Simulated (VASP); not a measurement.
# BeTe (F-43m) in VASP: notebook

The runs below take BeTe through single point, with HSE06, PBE0.

All numbers are computed with VASP 6.6.1; they aren't measurements. Logs are shortened: lines on timing, memory, paths and dates and some standing lists are left out, and cuts for length are marked.

## (1) The cell of the first run

It takes space group F-43m (No. 216, cubic). Conventional cell: a = 5.540 Å, b = 5.540 Å, c = 5.540 Å, α = 90.00°, β = 90.00°, γ = 90.00°. Within 3.2 Å of Te (site symmetry -43m) lie 4 Be at 2.40 Å. Be (site symmetry -43m) has 4 Te at 2.40 Å within 3.2 Å.

## (2) Single point, HSE06

POSCAR reads:

```
BeTe
1.0
    0.0000000000      2.7700000000      2.7700000000
    2.7700000000      0.0000000000      2.7700000000
    2.7700000000      2.7700000000      0.0000000000
Te Be
1 1
Direct
    0.7500000000      0.7500000000      0.7500000000
    0.0000000000      0.0000000000      0.0000000000
```

INCAR.step1 reads:

```
SYSTEM = BeTe
PREC = Accurate ; ENCUT = 520
EDIFF = 1E-5 ; ISMEAR = -1
SIGMA = 0.05 ; LREAL = .FALSE.
LASPH = .TRUE. ; NELM = 80
ALGO = Normal ; ISIF = 2
LWAVE = .TRUE. ; GGA = PE
NBANDS = 11
```

INCAR.step2 reads:

```
SYSTEM = BeTe
PREC = Accurate ; ENCUT = 520
EDIFF = 1E-7 ; ISMEAR = -1
SIGMA = 0.05 ; LREAL = .FALSE.
LASPH = .TRUE. ; NELM = 80
ALGO = Normal ; ISIF = 2
LWAVE = .FALSE. ; LCHARG = .TRUE.
GGA = PE ; LHFCALC = .TRUE.
HFSCREEN = 0.2079 ; PRECFOCK = Normal
LELF = .TRUE. ; LVHAR = .TRUE.
ISTART = 1 ; NBANDS = 11
```

KPOINTS reads:

```
regular mesh
0
G
  6 6 6
  0 0 0
```

Potentials or basis: VASP PAW PBE potentials, release 64 (Te, Be).

Launch:

```
$ cat potpaw_PBE.64/Te/POTCAR potpaw_PBE.64/Be/POTCAR > POTCAR
$ cp INCAR.step1 INCAR
$ mpirun -np 1 vasp_std > vasp.out
$ cp INCAR.step2 INCAR
$ mpirun -np 1 vasp_std > vasp.out
```

OUTCAR:

```text
SYSTEM = BeTe
   PREC = Accurate
   ENCUT = 520
   EDIFF = 1E-7
   ISMEAR = -1
   LREAL = .FALSE.
   LASPH = .TRUE.
   NELM = 80
   ISIF = 2
   GGA = PE
   LHFCALC = .TRUE.
   HFSCREEN = 0.2079
   PRECFOCK = Normal
   ISTART = 1

 ion  position               nearest neighbor table
   1  0.750  0.750  0.750-   2 2.40   2 2.40   2 2.40   2 2.40
   2  0.000  0.000  0.000-   1 2.40   1 2.40   1 2.40   1 2.40

  LATTYP: Found a face centered cubic cell.
 ALAT       =     5.5400000000

  Lattice vectors:

 A1 = (   0.0000000000,   2.7700000000,   2.7700000000)
 A2 = (   2.7700000000,   0.0000000000,   2.7700000000)
 A3 = (   2.7700000000,   2.7700000000,   0.0000000000)

Analysis of symmetry for initial positions (statically):
=====================================================================
 Subroutine PRICEL returns:
 Original cell was already a primitive cell.

 Routine SETGRP: Setting up the symmetry group for a
 face centered cubic supercell.

 Subroutine GETGRP returns: Found 24 space group operations
 (whereof 24 operations were pure point group operations)
 out of a pool of 48 trial point group operations.

The static configuration has the point symmetry T_d .

Analysis of symmetry for dynamics (positions and initial velocities):
=====================================================================
 Subroutine PRICEL returns:
 Original cell was already a primitive cell.

 Routine SETGRP: Setting up the symmetry group for a
 face centered cubic supercell.

 Subroutine GETGRP returns: Found 24 space group operations
 (whereof 24 operations were pure point group operations)
 out of a pool of 48 trial point group operations.

The dynamic configuration has the point symmetry T_d .

 Subroutine INISYM returns: Found 24 space group operations
 (whereof 24 operations are pure point group operations),
 and found     1 'primitive' translations

----------------------------------------------------------------------------------------

                                     Primitive cell

  volume of cell :      42.5079

  direct lattice vectors                    reciprocal lattice vectors
     0.000000000  2.770000000  2.770000000    -0.180505415  0.180505415  0.180505415
     2.770000000  0.000000000  2.770000000     0.180505415 -0.180505415  0.180505415
     2.770000000  2.770000000  0.000000000     0.180505415  0.180505415 -0.180505415

  length of vectors
     3.917371568  3.917371568  3.917371568     0.312644550  0.312644550  0.312644550

  position of ions in fractional coordinates (direct lattice)
     0.750000000  0.750000000  0.750000000
     0.000000000  0.000000000  0.000000000

  ion indices of the primitive-cell ions
   primitive index   ion index
                 1           1
                 2           2

----------------------------------------------------------------------------------------

 KPOINTS: regular mesh

Automatic generation of k-mesh.
 Grid dimensions read from file:
 generate k-points for:    6    6    6

 Generating k-lattice:

  Cartesian coordinates                     Fractional coordinates (reciprocal lattice)
    -0.030084236  0.030084236  0.030084236     0.166666667  0.000000000  0.000000000
     0.030084236 -0.030084236  0.030084236     0.000000000  0.166666667  0.000000000
     0.030084236  0.030084236 -0.030084236     0.000000000  0.000000000  0.166666667

  Length of vectors
     0.052107425  0.052107425  0.052107425

  Shift w.r.t. Gamma in fractional coordinates (k-lattice)
     0.000000000  0.000000000  0.000000000

 Subroutine IBZKPT returns following result:
 ===========================================

 Found     16 irreducible k-points:

 Following reciprocal coordinates:
            Coordinates               Weight
  0.000000  0.000000  0.000000      1.000000
  0.166667  0.000000  0.000000      8.000000
  0.333333  0.000000  0.000000      8.000000
  0.500000  0.000000  0.000000      4.000000
  0.166667  0.166667  0.000000      6.000000
  0.333333  0.166667  0.000000     24.000000
[... 8 lines left out ...]
 -0.333333  0.333333  0.166667     24.000000
 -0.333333  0.500000  0.166667     12.000000
   k-points           NKPTS =     16   k-points in BZ     NKDIM =    216   number of bands    NBANDS=     11
   number of dos      NEDOS =    301   number of ions     NIONS =      2
   total plane-waves  NPLWV =  27000
   dimension x,y,z NGX =    30 NGY =   30 NGZ =   30
   dimension x,y,z NGXF=    60 NGYF=   60 NGZF=   60
   ions per type =               1   1
   NGX,Y,Z   is equivalent  to a cutoff of  12.73, 12.73, 12.73 a.u.
   NGXF,Y,Z  is equivalent  to a cutoff of  25.46, 25.46, 25.46 a.u.
 SYSTEM =  BeTe
   PREC   = accura    normal or accurate (medium, high low for compatibility)
   ISTART =      1    job   : 0-new  1-cont  2-samecut
   ICHARG =      0    charge: 1-file 2-atom 10-const
   ISPIN  =      1    spin polarized calculation?
   LNONCOLLINEAR =      F non collinear calculations
   LSORBIT =      F    spin-orbit coupling
   LASPH  =      T    aspherical Exc in radial PAW
   ENCUT  =  520.0 eV  38.22 Ry    6.18 a.u.   7.28  7.28  7.28*2*pi/ulx,y,z
   NELM   =     80;   NELMIN=  2; NELMDL=  0     # of ELM steps
   EDIFF  = 0.1E-06   stopping-criterion for ELM
   LREAL  =      F    real-space projection
   EDIFFG = 0.1E-05   stopping-criterion for IOM
   NSW    =      0    number of steps for IOM
   IBRION =     -1    ionic relax: 0-MD 1-quasi-New 2-CG
   NFREE  =      0    steps in history (QN), initial steepest desc. (CG)
   ISIF   =      2    stress and relaxation
   ISYM   =      3    0-nonsym 1-usesym 2-fastsym
   POTIM  = 0.5000    time-step for ionic-motion
   TEBEG  =    0.0;   TEEND  =   0.0 temperature during run
   PSTRESS=    0.0 pullay stress
   NELECT =       8.0000    total number of electrons
   NUPDOWN=      -1.0000    fix difference up-down
   EMIN   =  10.00;   EMAX   =-10.00  energy-range for DOS
   EFERMI =   0.00;   METHOD = LEGACY
   ISMEAR =    -1;   SIGMA  =   0.05  broadening in eV -4-tet -1-fermi 0-gaus
   EFERMI_NEDOS =   21; number of points for ismear=-14 and -15
   IALGO  =     38    algorithm
   IMIX   =      1    mixing-type and parameters
     AMIX     =   0.40;   BMIX     =  1.00
     AMIX_MAG =   1.60;   BMIX_MAG =  1.00
  volume/ion in A,a.u.               =      21.25       143.43
  Fermi-wavevector in a.u.,A,eV,Ry     =   0.938170  1.772885 11.975354  0.880164
  Thomas-Fermi vector in A             =   2.065355
   LORBIT       =      0    0 simple, 1 ext, 2 COOP (PROOUT), +10 PAW based schemes
   GGA     = PE    functional components
   LHFCALC =     T    Hartree Fock is set to
   PRECFOCK=normal    Normal, Fast or Accurate (Low or Medium for compatibility)
   ENCUT4O =  -1.0   cutoff for four orbital integrals eV
   NKREDX  =     1    reduce k-point grid by
   NKREDY  =     1    reduce k-point grid by
   NKREDZ  =     1    reduce k-point grid by
   AEXX    =    0.2500 exact exchange contribution
   HFSCREEN=    0.2079 screening length (either q_TF or 0.3 A-1)
   HFSCREENC=   0.2079 screening length for correlation (either q_TF or 0.3 A-1)
   ENCUTFOCK=  -1.0 apply spherical cutoff to Coloumb kernel
   IVDW    =     0    specifies the selected vdW correction
   LEPSILON=     F    determine dielectric tensor
   LRPA    =     F    only Hartree local field effects (RPA)
 non-spin polarized calculation
  energy-cutoff  :      520.00
  volume of cell :       42.51
 maximum number of plane-waves:      1167
 NGX is ok and might be reduce to    30
  NGX = 24; NGY = 24; NGZ = 24

 number of electron       8.0000000 magnetization

 Free energy of the ion-electron system (eV)
  ---------------------------------------------------
  ext. energy  EPLUGINS =         0.00000000
  ---------------------------------------------------
  free energy    TOTEN  =        -8.73349860 eV

  energy without entropy =       -8.73349860  energy(sigma->0) =       -8.73349860

 E-fermi :   6.1673     XC(G=0):  -7.7220

 val. band max:        5.1899854484   @ k =   0.0000   0.0000   0.0000
 cond. band min:       7.6938050489   @ k =   0.5000   0.5000   0.0000
 fundamental gap:      2.5038196005
 Fermi energy:         6.1672868901

 k-point     1 :       0.0000    0.0000    0.0000
  band No.  band energies     occupation
      1      -8.6254      2.00000
      2       5.1900      2.00000
      3       5.1900      2.00000
      4       5.1900      2.00000
      5       9.6116      0.00000
      6       9.6116      0.00000
      7       9.6116      0.00000
      8      10.1536      0.00000
      9      14.6450      0.00000
     10      16.5887      0.00000
     11      16.5887      0.00000

 k-point     2 :       0.1667    0.0000    0.0000
  band No.  band energies     occupation
      1      -8.3157      2.00000
      2       2.9405      2.00000
      3       4.7548      2.00000
      4       4.7548      2.00000
      5       9.5481      0.00000
      6      10.2268      0.00000
      7      10.2268      0.00000
      8      12.2166      0.00000
      9      15.2650      0.00000
     10      15.3016      0.00000
     11      15.3016      0.00000

 k-point     3 :       0.3333    0.0000    0.0000
  band No.  band energies     occupation
      1      -7.5261      2.00000
      2       0.0449      2.00000
      3       4.1236      2.00000
      4       4.1236      2.00000
      5       9.2670      0.00000
      6      10.6993      0.00000
      7      10.6993      0.00000
      8      14.1128      0.00000
      9      15.8486      0.00000
     10      15.9457      0.00000
     11      15.9457      0.00000
[... 155 lines left out ...]
 k-point    15 :      -0.3333    0.3333    0.1667
  band No.  band energies     occupation
      1      -6.4998      2.00000
      2      -0.4440      2.00000
      3       1.1477      2.00000
      4       2.3950      2.00000
      5      10.4595      0.00000
      6      10.8538      0.00000
      7      13.2630      0.00000
      8      13.6782      0.00000
      9      15.1152      0.00000
     10      18.5813      0.00000
     11      19.4574      0.00000

 k-point    16 :      -0.3333    0.5000    0.1667
  band No.  band energies     occupation
      1      -6.3201      2.00000
      2      -0.3700      2.00000
      3       1.2481      2.00000
      4       1.6054      2.00000
      5       9.6419      0.00000
      6      10.2784      0.00000
      7      13.7718      0.00000
      8      14.1169      0.00000
      9      17.6788      0.00000
     10      18.6782      0.00000
     11      19.5558      0.00000

------------------------ aborting loop because EDIFF is reached ----------------------------------------

  FORCE on cell =-STRESS in cart. coord.  units (eV):
  Direction    XX          YY          ZZ          XY          YZ          ZX
  --------------------------------------------------------------------------------------
  -------------------------------------------------------------------------------------
  Total        0.8377805      0.8377805      0.8377805     -0.0000000     -0.0000000     -0.0000000
  in kB       31.5770472     31.5770472     31.5770472     -0.0000000     -0.0000000     -0.0000000
  external PRESSURE =      31.5770472 kB  Pullay stress =       0.0000000 kB

 VOLUME and BASIS-vectors are now :
 -----------------------------------------------------------------------------
  energy-cutoff  :      520.00
  volume of cell :       42.51
      direct lattice vectors                 reciprocal lattice vectors
     0.000000000  2.770000000  2.770000000    -0.180505415  0.180505415  0.180505415
     2.770000000  0.000000000  2.770000000     0.180505415 -0.180505415  0.180505415
     2.770000000  2.770000000  0.000000000     0.180505415  0.180505415 -0.180505415

 POSITION                                       TOTAL-FORCE (eV/Angst)
 -----------------------------------------------------------------------------------
      4.15500      4.15500      4.15500         0.000000     -0.000000      0.000000
      0.00000      0.00000      0.00000        -0.000000      0.000000     -0.000000
 -----------------------------------------------------------------------------------
    total drift:                               -0.000000     -0.000000      0.000000

  FREE ENERGIE OF THE ION-ELECTRON SYSTEM (eV)
  ---------------------------------------------------
  free  energy   TOTEN  =        -8.7334985980 eV

  energy  without entropy=       -8.7334985979  energy(sigma->0) =       -8.73349860
```

Run time: 41 min. Hardware: 1 thread of Intel Xeon 8259CL, shared host; peak memory 0.3 GiB.

What came out:

- Free energy: -8.7335 eV
- Pressure: 3.2 GPa
- Band gap on the k mesh: 2.50 eV (least direct gap 4.42 eV)

Levels at points of the mesh, in eV from the valence-band top:
| k point | band 1 | band 2 | band 3 | band 4 | band 5 | band 6 | band 7 | band 8 | band 9 |
| --- | --- | --- | --- | --- | --- | --- | --- | --- | --- |
| (0.00, 0.00, 0.00) | -13.82 | 0.00 | 0.00 | 0.00 | 4.42 | 4.42 | 4.42 | 4.96 | 9.45 |
| (0.50, 0.00, 0.00) | -12.16 | -6.46 | -1.32 | -1.32 | 3.97 | 5.44 | 5.44 | 8.82 | 12.36 |
| (0.50, 0.50, 0.00) | -11.54 | -5.96 | -3.09 | -3.09 | 2.50 | 3.30 | 11.41 | 11.41 | 13.18 |

Caveat: the cell stands under pressure; the PAW data sets were made with another functional, which shifts forces and pressure a little; spin-orbit coupling is left out, which moves the levels of the heavy elements.

## (3) Single point, PBE0

POSCAR is that of step 2.

INCAR.step1 reads:

```
  PREC = Accurate
  ENCUT = 520
  EDIFF = 1E-5
  ISMEAR = -1
  SIGMA = 0.05
  LREAL = F
  LASPH = T
  NELM = 60
  ALGO = Normal
  ISIF = 2
  LWAVE = T
  LCHARG = F
  GGA = PE
  NBANDS = 11
```

INCAR.step2 reads:

```
  PREC = Accurate
  ENCUT = 520
  EDIFF = 1E-6
  ISMEAR = -1
  SIGMA = 0.05
  LREAL = F
  LASPH = T
  NELM = 60
  ALGO = Normal
  ISIF = 2
  LWAVE = F
  LCHARG = F
  GGA = PE
  LHFCALC = T
  AEXX = 0.25
  PRECFOCK = Normal
  ISTART = 1
  NBANDS = 11
```

KPOINTS reads:

```
Automatic mesh
0
Gamma
  6 6 6
```

Potentials or basis: VASP PAW PBE potentials, release 64 (Te, Be).

Launch:

```
$ cat potpaw_PBE.64/Te/POTCAR potpaw_PBE.64/Be/POTCAR > POTCAR
$ cp INCAR.step1 INCAR
$ mpirun -np 1 vasp_std > vasp.out
$ cp INCAR.step2 INCAR
$ mpirun -np 1 vasp_std > vasp.out
```

Wall time 28 min (1 thread of Intel Xeon 8259CL, shared host); peak memory 0.2 GiB.

It converged, with:

* Free energy: -9.3222 eV
* Pressure: 3.1 GPa
* Band gap on the k mesh: 3.18 eV (least direct gap 5.11 eV)

Levels at points of the mesh, in eV from the valence-band top:
| k point | band 1 | band 2 | band 3 | band 4 | band 5 | band 6 | band 7 | band 8 |
| --- | --- | --- | --- | --- | --- | --- | --- | --- |
| (0.00, 0.00, 0.00) | -13.90 | 0.00 | 0.00 | 0.00 | 5.11 | 5.11 | 5.11 | 5.65 |
| (0.50, 0.00, 0.00) | -12.24 | -6.55 | -1.34 | -1.34 | 4.65 | 6.15 | 6.15 | 9.52 |
| (0.50, 0.50, 0.00) | -11.62 | -6.04 | -3.13 | -3.13 | 3.18 | 3.99 | 12.16 | 12.16 |

Caveat: the cell stands under pressure; the PAW data sets were made with another functional, which shifts forces and pressure a little; spin-orbit coupling is left out, which moves the levels of the heavy elements. A k mesh can miss the band edges.
